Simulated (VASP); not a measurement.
# Bi2Se3 (R-3m) in VASP: single point with PBE

Aim: the single point of Bi2Se3 with PBE.

Program: VASP 6.6.1. These are calculated values, not measurements. Logs are shortened: lines on timing, memory, paths and dates and some standing lists are left out, and cuts for length are marked.

### 1 The cell of the first run

Symmetry: R-3m, No. 166, trigonal system. The conventional cell has a = 4.150 Å, b = 4.150 Å, c = 28.545 Å, α = 90.00°, β = 90.00°, γ = 120.00°. Bi (site symmetry 3m) has 6 Se at 2.87 to 3.07 Å within 3.8 Å. Se (site symmetry -3m) has 6 Bi at 3.07 Å within 4.0 Å. Se (site symmetry 3m) has 3 Bi at 2.87 Å and 3 Se at 3.48 Å within 3.8 Å.

### 2 Single point, PBE

INCAR

```
PREC     = Accurate       # precision mode
ENCUT    = 520            # plane-wave cutoff, eV
EDIFF    = 1E-7           # SCF threshold, eV
ISMEAR   = 0              # smearing method
SIGMA    = 0.05           # smearing width, eV
LREAL    = F              # projectors in reciprocal space
LASPH    = T              # aspherical terms in the spheres
NELM     = 80             # most SCF steps
ALGO     = Normal         # electronic algorithm
ISIF     = 2              # what is computed and relaxed
LWAVE    = F              # write WAVECAR
LCHARG   = F              # write CHGCAR
GGA      = PE             # functional
NBANDS   = 32             # bands
```

KPOINTS

```
Automatic mesh
0
Gamma
  6 6 6
```

POSCAR

```
Bi2Se3
1.0
    2.0747946694      1.1978832609      9.5150465793
   -2.0747946694      1.1978832609      9.5150465793
    0.0000000000     -2.3957665218      9.5150465793
Bi Se
2 3
Direct
    0.4007448937      0.4007448937      0.4007448937
    0.5992551063      0.5992551063      0.5992551063
    0.0000000000      0.0000000000      0.0000000000
    0.2107583375      0.2107583375      0.2107583375
    0.7892416625      0.7892416625      0.7892416625
```

Potentials or basis: VASP PAW PBE potentials, release 64 (Bi_d, Se).

Launch:

```sh
cat potpaw_PBE.64/Bi_d/POTCAR potpaw_PBE.64/Se/POTCAR > POTCAR
mpirun -np 1 vasp_std > vasp.out
```

OUTCAR:

```text
PREC = Accurate
   ENCUT = 520
   EDIFF = 1E-7
   ISMEAR = 0
   LREAL = F
   LASPH = T
   NELM = 80
   ISIF = 2
   GGA = PE

 ion  position               nearest neighbor table
   1  0.401  0.401  0.401-   5 2.87   5 2.87   5 2.87   3 3.07   3 3.07   3 3.07
   2  0.599  0.599  0.599-   4 2.87   4 2.87   4 2.87   3 3.07   3 3.07   3 3.07
   3  0.000  0.000  0.000-   2 3.07   2 3.07   1 3.07   1 3.07   2 3.07   1 3.07
   4  0.211  0.211  0.211-   2 2.87   2 2.87   2 2.87
   5  0.789  0.789  0.789-   1 2.87   1 2.87   1 2.87

  LATTYP: Found a trigonal (rhomboedric) cell.
 ALAT       =     9.8120236768
 COS(alpha) =     0.9105741519

  Lattice vectors:

 A1 = (   2.0747946694,   1.1978832609,   9.5150465793)
 A2 = (  -2.0747946694,   1.1978832609,   9.5150465793)
 A3 = (   0.0000000000,  -2.3957665218,   9.5150465793)

Analysis of symmetry for initial positions (statically):
=====================================================================
 Subroutine PRICEL returns:
 Original cell was already a primitive cell.

 Routine SETGRP: Setting up the symmetry group for a
 trigonal (rhombohedral) supercell.

 Subroutine GETGRP returns: Found 12 space group operations
 (whereof 12 operations were pure point group operations)
 out of a pool of 12 trial point group operations.

The static configuration has the point symmetry D_3d.

Analysis of symmetry for dynamics (positions and initial velocities):
=====================================================================
 Subroutine PRICEL returns:
 Original cell was already a primitive cell.

 Routine SETGRP: Setting up the symmetry group for a
 trigonal (rhombohedral) supercell.

 Subroutine GETGRP returns: Found 12 space group operations
 (whereof 12 operations were pure point group operations)
 out of a pool of 12 trial point group operations.

The dynamic configuration has the point symmetry D_3d.

 Subroutine INISYM returns: Found 12 space group operations
 (whereof 12 operations are pure point group operations),
 and found     1 'primitive' translations

----------------------------------------------------------------------------------------

                                     Primitive cell

  volume of cell :     141.8900

  direct lattice vectors                    reciprocal lattice vectors
     2.074794669  1.197883261  9.515046579     0.240987702  0.139134315  0.035032233
    -2.074794669  1.197883261  9.515046579    -0.240987702  0.139134315  0.035032233
[... 94 lines left out ...]
   NSW    =      0    number of steps for IOM
   IBRION =     -1    ionic relax: 0-MD 1-quasi-New 2-CG
   NFREE  =      0    steps in history (QN), initial steepest desc. (CG)
   ISIF   =      2    stress and relaxation
   ISYM   =      2    0-nonsym 1-usesym 2-fastsym
   POTIM  = 0.5000    time-step for ionic-motion
   TEBEG  =    0.0;   TEEND  =   0.0 temperature during run
   PSTRESS=    0.0 pullay stress
   NELECT =      48.0000    total number of electrons
   NUPDOWN=      -1.0000    fix difference up-down
   EMIN   =  10.00;   EMAX   =-10.00  energy-range for DOS
   EFERMI =   0.00;   METHOD = LEGACY
   ISMEAR =     0;   SIGMA  =   0.05  broadening in eV -4-tet -1-fermi 0-gaus
   EFERMI_NEDOS =   21; number of points for ismear=-14 and -15
   IALGO  =     38    algorithm
   IMIX   =      4    mixing-type and parameters
     AMIX     =   0.40;   BMIX     =  1.00
     AMIX_MAG =   1.60;   BMIX_MAG =  1.00
  volume/ion in A,a.u.               =      28.38       191.50
  Fermi-wavevector in a.u.,A,eV,Ry     =   1.140700  2.155610 17.703843  1.301196
  Thomas-Fermi vector in A             =   2.277401
   LORBIT       =      0    0 simple, 1 ext, 2 COOP (PROOUT), +10 PAW based schemes
   GGA     = PE    functional components
   LHFCALC =     F    Hartree Fock is set to
   AEXX    =    0.0000 exact exchange contribution
   IVDW    =     0    specifies the selected vdW correction
   LEPSILON=     F    determine dielectric tensor
   LRPA    =     F    only Hartree local field effects (RPA)
 non-spin polarized calculation
 Gauss-broadening in eV      SIGMA  =   0.05
  energy-cutoff  :      520.00
  volume of cell :      141.89
 maximum number of plane-waves:      3851
 NGX is ok and might be reduce to    80
   NGX = 37   NGY = 37   NGZ = 37

 number of electron      47.9999997 magnetization

 Free energy of the ion-electron system (eV)
  ---------------------------------------------------
  ext. energy  EPLUGINS =         0.00000000
  ---------------------------------------------------
  free energy    TOTEN  =       -20.16150225 eV

  energy without entropy =      -20.16149166  energy(sigma->0) =      -20.16149695

 E-fermi :   5.0873     XC(G=0):  -9.5069

 val. band max:        4.9977923062   @ k =   0.0000   0.0000   0.0000
 cond. band min:       5.1768222208   @ k =   0.0000   0.0000   0.0000
 fundamental gap:      0.1790299146
 Fermi energy:         5.0873072549

 k-point     1 :       0.0000    0.0000    0.0000
  band No.  band energies     occupation
      1     -18.1592      2.00000
      2     -18.1592      2.00000
      3     -18.1575      2.00000
      4     -18.1575      2.00000
      5     -18.1509      2.00000
      6     -18.1483      2.00000
[... 829 lines left out ...]
     31       9.8625      0.00000
     32      11.4697      0.00000

 [... further k-points ...]

------------------------ aborting loop because EDIFF is reached ----------------------------------------

  FORCE on cell =-STRESS in cart. coord.  units (eV):
  Direction    XX          YY          ZZ          XY          YZ          ZX
  --------------------------------------------------------------------------------------
  -------------------------------------------------------------------------------------
  Total        1.8201285      1.8201285      1.8625507      0.0000000      0.0000000      0.0000000
  in kB       20.5523193     20.5523193     21.0313381      0.0000000      0.0000000      0.0000000
  external PRESSURE =      20.7119923 kB  Pullay stress =       0.0000000 kB

 VOLUME and BASIS-vectors are now :
 -----------------------------------------------------------------------------
  energy-cutoff  :      520.00
  volume of cell :      141.89
      direct lattice vectors                 reciprocal lattice vectors
     2.074794669  1.197883261  9.515046579     0.240987702  0.139134315  0.035032233
    -2.074794669  1.197883261  9.515046579    -0.240987702  0.139134315  0.035032233
     0.000000000 -2.395766522  9.515046579     0.000000000 -0.278268630  0.035032233

 POSITION                                       TOTAL-FORCE (eV/Angst)
 -----------------------------------------------------------------------------------
      0.00000      0.00000     11.43932         0.000000      0.000000     -0.010503
      0.00000      0.00000     17.10582         0.000000     -0.000000      0.010503
      0.00000      0.00000      0.00000         0.000000      0.000000     -0.000000
      0.00000      0.00000      6.01613         0.000000      0.000000     -0.001688
      0.00000      0.00000     22.52901         0.000000      0.000000      0.001688
 -----------------------------------------------------------------------------------
    total drift:                                0.000000      0.000000     -0.000000

  FREE ENERGIE OF THE ION-ELECTRON SYSTEM (eV)
  ---------------------------------------------------
  free  energy   TOTEN  =       -20.1615022501 eV

  energy  without entropy=      -20.1614916579  energy(sigma->0) =      -20.16149695
```

Wall time 8.5 min (1 thread of Intel Xeon Platinum 8488C (Sapphire Rapids), shared host); peak memory 0.93 GiB.

What came out:

```
Free energy            : -20.1615 eV
Pressure               : 2.1 GPa
Largest force          : 0.011 eV/Å
Band gap on the k mesh : 0.18 eV, direct
```

Forces on the atoms (eV/Å):
```
Bi   0.000  0.000 -0.011
Bi   0.000  0.000  0.011
Se   0.000  0.000  0.000
Se   0.000  0.000 -0.002
Se   0.000  0.000  0.002
```

Levels at points of the mesh, in eV from the valence-band top:
```
           k point  band 21  band 22  band 23  band 24  band 25  band 26  band 27  band 28
(0.00, 0.00, 0.00)    -1.87    -1.23    -1.23     0.00     0.18     1.33     1.33     2.12
(0.50, 0.00, 0.00)    -3.02    -2.23    -1.25    -0.55     0.80     1.82     2.96     3.10
(0.50, 0.50, 0.00)    -1.93    -1.90    -1.71    -1.01     1.30     1.92     2.53     2.96
(0.50, 0.50, 0.50)    -1.56    -1.44    -1.44    -0.52     0.67     1.66     1.66     2.01
```

Caveat: spin-orbit coupling is left out, which moves the levels of the heavy elements. A k mesh can miss the band edges.
